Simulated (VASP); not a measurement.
# ZrSi2 (Cmcm) in VASP: single point with PBE

Aim: the single point of ZrSi2 with PBE.

Program: VASP 6.6.1. These are calculated values, not measurements. Logs are shortened: lines on timing, memory, paths and dates and some standing lists are left out, and cuts for length are marked.

### 1 The cell of the first run

It takes space group Cmcm (No. 63, orthorhombic). Conventional cell: a = 3.761 Å, b = 14.771 Å, c = 3.710 Å, α = 90.00°, β = 90.00°, γ = 90.00°. Zr (site symmetry m2m) has 8 Si at 2.70 to 2.84 Å within 3.6 Å. Si (site symmetry m2m) has 8 Si at 2.42 to 2.64 Å and 4 Zr at 2.82 to 2.84 Å within 3.2 Å. Si (site symmetry m2m) has 4 Si at 2.42 to 2.44 Å and 4 Zr at 2.70 Å within 3.2 Å.

### 2 Single point, PBE

Input file INCAR:

```
  PREC = Accurate
  ENCUT = 520
  EDIFF = 1E-6
  ISMEAR = 1
  SIGMA = 0.1483
  LREAL = F
  LASPH = T
  NELM = 100
  ALGO = Normal
  ISIF = 2
  LWAVE = F
  LCHARG = F
  GGA = PE
  NBANDS = 29
```

Input file KPOINTS:

```
Automatic mesh
0
Gamma
  5 5 5
```

Input file POSCAR:

```
ZrSi2
1.0
    3.7608730000      0.0000000000      0.0000000000
    1.8804360000     -7.3852620000      0.0000000000
    0.0000000000      0.0000000000     -3.7103230000
Zr Si
2 4
Direct
    0.1060000000      0.7880000000      0.7500000000
    0.8940000000      0.2120000000      0.2500000000
    0.7500000000      0.5000000000      0.7500000000
    0.2500000000      0.5000000000      0.2500000000
    0.3550000000      0.2900000000      0.7500000000
    0.6450000000      0.7100000000      0.2500000000
```

Potentials or basis: VASP PAW PBE potentials, release 64 (Zr_sv, Si).

Started as:

```sh
$ cat potpaw_PBE.64/Zr_sv/POTCAR potpaw_PBE.64/Si/POTCAR > POTCAR
$ mpirun -np 1 vasp_std > vasp.out
```

OUTCAR:

```text
PREC = Accurate
   ENCUT = 520
   EDIFF = 1E-6
   ISMEAR = 1
   LREAL = F
   LASPH = T
   NELM = 100
   ISIF = 2
   GGA = PE

 ion  position               nearest neighbor table
   1  0.106  0.788  0.750-   6 2.70   6 2.70   6 2.70   6 2.70   4 2.82   4 2.82   3 2.84   3 2.84
                             2 3.64   2 3.64
   2  0.894  0.212  0.250-   5 2.70   5 2.70   5 2.70   5 2.70   3 2.82   3 2.82   4 2.84   4 2.84
                             1 3.64   1 3.64
   3  0.750  0.500  0.750-   6 2.42   6 2.42   5 2.44   5 2.44   4 2.64   4 2.64   4 2.64   4 2.64
                             2 2.82   2 2.82   1 2.84   1 2.84
   4  0.250  0.500  0.250-   5 2.42   5 2.42   6 2.44   6 2.44   3 2.64   3 2.64   3 2.64   3 2.64
                             1 2.82   1 2.82   2 2.84   2 2.84
   5  0.355  0.290  0.750-   4 2.42   4 2.42   3 2.44   3 2.44   2 2.70   2 2.70   2 2.70   2 2.70

   6  0.645  0.710  0.250-   3 2.42   3 2.42   4 2.44   4 2.44   1 2.70   1 2.70   1 2.70   1 2.70

  LATTYP: Found a base centered orthorhombic cell.
 ALAT       =     3.7608730000
 B/A-ratio  =     3.9274189796
 C/A-ratio  =     0.9865589718

  Lattice vectors:

 A1 = (   1.8804370000,   7.3852620000,   0.0000000000)
 A2 = (   1.8804360000,  -7.3852620000,   0.0000000000)
 A3 = (   0.0000000000,   0.0000000000,  -3.7103230000)

Analysis of symmetry for initial positions (statically):
=====================================================================
 Subroutine PRICEL returns:
 Original cell was already a primitive cell.

 Routine SETGRP: Setting up the symmetry group for a
 base centered orthorhombic supercell.

 Subroutine GETGRP returns: Found  8 space group operations
 (whereof  4 operations were pure point group operations)
 out of a pool of  8 trial point group operations.

The static configuration has the point symmetry C_2h.
 The point group associated with its full space group is D_2h.

Analysis of symmetry for dynamics (positions and initial velocities):
=====================================================================
 Subroutine PRICEL returns:
 Original cell was already a primitive cell.

 Routine SETGRP: Setting up the symmetry group for a
 base centered orthorhombic supercell.

 Subroutine GETGRP returns: Found  8 space group operations
 (whereof  4 operations were pure point group operations)
 out of a pool of  8 trial point group operations.

The dynamic configuration has the point symmetry C_2h.
 The point group associated with its full space group is D_2h.

 Subroutine INISYM returns: Found  8 space group operations
 (whereof  4 operations are pure point group operations),
[... 103 lines left out ...]
   NELM   =    100;   NELMIN=  2; NELMDL= -5     # of ELM steps
   EDIFF  = 0.1E-05   stopping-criterion for ELM
   LREAL  =      F    real-space projection
   EDIFFG = 0.1E-04   stopping-criterion for IOM
   NSW    =      0    number of steps for IOM
   IBRION =     -1    ionic relax: 0-MD 1-quasi-New 2-CG
   NFREE  =      0    steps in history (QN), initial steepest desc. (CG)
   ISIF   =      2    stress and relaxation
   ISYM   =      2    0-nonsym 1-usesym 2-fastsym
   POTIM  = 0.5000    time-step for ionic-motion
   TEBEG  =    0.0;   TEEND  =   0.0 temperature during run
   PSTRESS=    0.0 pullay stress
   NELECT =      40.0000    total number of electrons
   NUPDOWN=      -1.0000    fix difference up-down
   EMIN   =  10.00;   EMAX   =-10.00  energy-range for DOS
   EFERMI =   0.00;   METHOD = LEGACY
   ISMEAR =     1;   SIGMA  =   0.15  broadening in eV -4-tet -1-fermi 0-gaus
   EFERMI_NEDOS =   21; number of points for ismear=-14 and -15
   IALGO  =     38    algorithm
   IMIX   =      4    mixing-type and parameters
     AMIX     =   0.40;   BMIX     =  1.00
     AMIX_MAG =   1.60;   BMIX_MAG =  1.00
  volume/ion in A,a.u.               =      17.18       115.91
  Fermi-wavevector in a.u.,A,eV,Ry     =   1.194188  2.256688 19.403067  1.426085
  Thomas-Fermi vector in A             =   2.330184
   LORBIT       =      0    0 simple, 1 ext, 2 COOP (PROOUT), +10 PAW based schemes
   GGA     = PE    functional components
   LHFCALC =     F    Hartree Fock is set to
   AEXX    =    0.0000 exact exchange contribution
   IVDW    =     0    specifies the selected vdW correction
   LEPSILON=     F    determine dielectric tensor
   LRPA    =     F    only Hartree local field effects (RPA)
 non-spin polarized calculation
 Methfessel and Paxton  Order N= 1 SIGMA  =   0.15
  energy-cutoff  :      520.00
  volume of cell :      103.05
 maximum number of plane-waves:      2787
   NGX = 13   NGY = 29   NGZ = 13

 number of electron      39.9999999 magnetization

 Free energy of the ion-electron system (eV)
  ---------------------------------------------------
  ext. energy  EPLUGINS =         0.00000000
  ---------------------------------------------------
  free energy    TOTEN  =       -38.05694630 eV

  energy without entropy =      -38.05634207  energy(sigma->0) =      -38.05674489

 E-fermi :   9.7233     XC(G=0): -10.9743

 val. band max:        9.7023910268   @ k =   0.0000   0.4000   0.4000
 cond. band min:       9.7324819987   @ k =  -0.2000   0.2000   0.0000
 fundamental gap:      0.0300909719
 Fermi energy:         9.7232931325

 k-point     1 :       0.0000    0.0000    0.0000
  band No.  band energies     occupation
      1     -39.1111      2.00000
      2     -39.1018      2.00000
      3     -17.3238      2.00000
      4     -17.2003      2.00000
      5     -17.1781      2.00000
      6     -17.1678      2.00000
[... 757 lines left out ...]
     28      13.2608      0.00000
     29      14.9622      0.00000

 [... further k-points ...]
[... 5 lines left out ...]
  --------------------------------------------------------------------------------------
  -------------------------------------------------------------------------------------
  Total        6.4195646      1.3068467      6.2806962      0.0000001      0.0000000      0.0000000
  in kB       99.8044397     20.3174373     97.6454645      0.0000014      0.0000000      0.0000000
  external PRESSURE =      72.5891138 kB  Pullay stress =       0.0000000 kB

 VOLUME and BASIS-vectors are now :
 -----------------------------------------------------------------------------
  energy-cutoff  :      520.00
  volume of cell :      103.05
      direct lattice vectors                 reciprocal lattice vectors
     3.760873000  0.000000000  0.000000000     0.265895711  0.067702387  0.000000000
     1.880436000 -7.385262000  0.000000000     0.000000000 -0.135404810  0.000000000
     0.000000000  0.000000000 -3.710323000     0.000000000  0.000000000 -0.269518314

 POSITION                                       TOTAL-FORCE (eV/Angst)
 -----------------------------------------------------------------------------------
      1.88044     -5.81959     -2.78274        -0.000000     -0.235319     -0.000000
      3.76087     -1.56568     -0.92758         0.000000      0.235319     -0.000000
      3.76087     -3.69263     -2.78274         0.000000      0.052305      0.000000
      1.88044     -3.69263     -0.92758        -0.000000     -0.052305      0.000000
      1.88044     -2.14173     -2.78274         0.000000      2.421468      0.000000
      3.76087     -5.24354     -0.92758        -0.000000     -2.421468     -0.000000
 -----------------------------------------------------------------------------------
    total drift:                                0.000000      0.000000      0.000000

  FREE ENERGIE OF THE ION-ELECTRON SYSTEM (eV)
  ---------------------------------------------------
  free  energy   TOTEN  =       -38.0569462979 eV

  energy  without entropy=      -38.0563420737  energy(sigma->0) =      -38.05674489
```

stdout:

```text
POSCAR found type information on POSCAR ZrSi
 POSCAR found :  2 types and       6 ions
 scaLAPACK will be used
 LDA part: xc-table for (Slater+PW92), standard interpolation
 POSCAR, INCAR and KPOINTS ok, starting setup
 FFT: planning ... GRIDC
 FFT: planning ... GRID_SOFT
 FFT: planning ... GRID
 WAVECAR not read
 entering main loop
```

It took 44 s on 1 thread of Intel Xeon Platinum 8559C (Emerald Rapids), shared host; peak memory 0.23 GiB.

What came out:

* Free energy: -38.0569 eV
* Pressure: 7.3 GPa
* Largest force: 2.421 eV/Å
* Band gap on the k mesh: zero (band 20 reaches 10.21 eV, above the bottom of band 21 at 9.12 eV)

Forces on the atoms (eV/Å):
```
Zr   0.000 -0.235  0.000
Zr   0.000  0.235  0.000
Si   0.000  0.052  0.000
Si   0.000 -0.052  0.000
Si   0.000  2.421  0.000
Si   0.000 -2.421  0.000
```

Caveat: forces of over 1 eV/Å act on the atoms, so gaps and moduli don't describe the material at rest.
